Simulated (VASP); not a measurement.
## Ge: single point with PBEsol

Crystal: Ge.

```xyz
2
Lattice="0.0000 2.8379 2.4122 2.8379 0.0000 2.4122 2.8379 2.8379 0.0000" Properties=species:S:1:pos:R:3 pbc="T T T"
Ge    2.8379    2.8379    2.4122
Ge    4.2568    4.2568    3.6183
```

This cell differs from its parent crystal: strain -0.1500 x Voigt [0, 0, 1, 0, 0, 0].

```json
{
  "Program": "VASP 6.6.1",
  "Task": "single point",
  "Functional": "PBEsol",
  "Potentials or basis": "VASP PAW PBE potentials, release 64 (Ge_d)",
  "Cutoff": "520 eV",
  "k mesh": "18 × 18 × 18",
  "Occupations": "gaussian, width 0.15 eV",
  "Spin": "no spin polarisation"
}
```

The pressure is 14.7 GPa. The band gap on the k mesh is zero (bands 14 and 15 overlap by 1.63 eV).

Stress tensor (GPa, compression positive):
```
12.75  0.00  0.00
 0.00 12.75  0.00
 0.00  0.00 18.48
```

Levels at points of the mesh, in eV from the Fermi level:
| k point | band 12 | band 13 | band 14 | band 15 | band 16 | band 17 |
| --- | --- | --- | --- | --- | --- | --- |
| (0.00, 0.00, 0.00) | -0.17 | -0.17 | 1.00 | 1.48 | 2.43 | 3.23 |
| (0.50, 0.00, 0.00) | -8.20 | -2.16 | -0.74 | 0.33 | 3.36 | 5.23 |
| (0.50, 0.50, 0.00) | -8.64 | -4.23 | -4.23 | -0.22 | -0.22 | 10.94 |
| (0.50, 0.00, 0.50) | -9.62 | -2.88 | -2.88 | 1.24 | 1.24 | 9.61 |

Run time: 7 min on 1 thread of Intel Xeon 8259CL (shared host), peak memory 0.41 GiB.

Caveat: the cell differs from its parent crystal (strain -0.1500 x Voigt [0, 0, 1, 0, 0, 0]); the stress differs along the axes, from 13 to 18 GPa; the PAW data sets were made with another functional, which shifts forces and pressure a little.
